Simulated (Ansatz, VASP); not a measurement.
**Two plane-wave programs on Cu**

INCAR

```
PREC = Accurate
ENCUT = 520
EDIFF = 1E-6
ISMEAR = 0
SIGMA = 0.15
LREAL = False
LASPH = True
NELM = 80
ALGO = Fast
ISIF = 2
LWAVE = False
LCHARG = False
GGA = PE
NBANDS = 42
```

The input KPOINTS:

```
Automatic mesh
0
Gamma
  26 26 5
```

The input POSCAR:

```
Cu
1.0
   -2.5680103729      0.0000000000      0.0000000000
   -1.2840051864     -2.2239622201      0.0000000000
    0.0000000000      0.0000000000     12.2805844728
Cu
6
Direct
    0.3333333333      0.3333333333      0.9390768115
    0.3333333333      0.3333333333      0.2561242750
    0.3333333333      0.3333333333      0.5976005432
    0.6666666667      0.6666666667      0.0853861409
    0.6666666667      0.6666666667      0.4268624091
    0.6666666667      0.6666666667      0.7683386774
```

Input for Ansatz:

```yaml
crystal:
  lattice:
    - [-2.5680103729, 0.0, 0.0]
    - [-1.2840051864, -2.2239622201, 0.0]
    - [0.0, 0.0, 12.2805844728]
  atoms:
    - { symbol: Cu, position: [0.3333333333, 0.3333333333, 0.9390768115] }
    - { symbol: Cu, position: [0.3333333333, 0.3333333333, 0.256124275] }
    - { symbol: Cu, position: [0.3333333333, 0.3333333333, 0.5976005432] }
    - { symbol: Cu, position: [0.6666666667, 0.6666666667, 0.0853861409] }
    - { symbol: Cu, position: [0.6666666667, 0.6666666667, 0.4268624091] }
    - { symbol: Cu, position: [0.6666666667, 0.6666666667, 0.7683386774] }
basis:
  ecutwfc: 420
kpoints:
  mp_grid: { grid: [26, 26, 5] }
hamiltonian:
  xc: pbe
scf:
  occupations: { method: gaussian, width: 0.15 }
output:
  forces: true
  stress: true
  eigenvalues: true
  write_density: true
  write_potential: true
  elf: true
  volumetric_format: npy
```

Alike in both runs: task single point; functional PBE; k mesh 26 × 26 × 5; occupations gaussian, width 0.15 eV; no spin polarisation.

|  | VASP | Ansatz |
| --- | --- | --- |
| version | VASP 6.6.1 | Ansatz 0.2.0 |
| potentials or method | VASP PAW PBE potentials, release 64 (Cu), cutoff 520 eV | scalar-relativistic, plane waves, PAW |
| valence electrons in the cell | 66 | 114 |

Ansatz gave:

* gap on the k mesh at the Fermi level (eV): none
* pressure (GPa): 5.3
* traceless stress, the component that is largest in VASP (GPa): 4.21
* rms of the force components (eV/Å): 0.640

Problem. What did VASP give for the same quantities?

Solution. gap on the k mesh at the Fermi level (eV): none; pressure (GPa): 5.9; traceless stress, the component that is largest in VASP (GPa): 4.18; rms of the force components (eV/Å): 0.643.

Atom by atom the forces differ by 0.002 eV/Å (rms over components). A gap of «none» marks a metal or a gap that the smearing closes. VASP's potentials hold 66 valence electrons a cell and Ansatz's 114, so a difference there can come from the potentials and not from the codes.
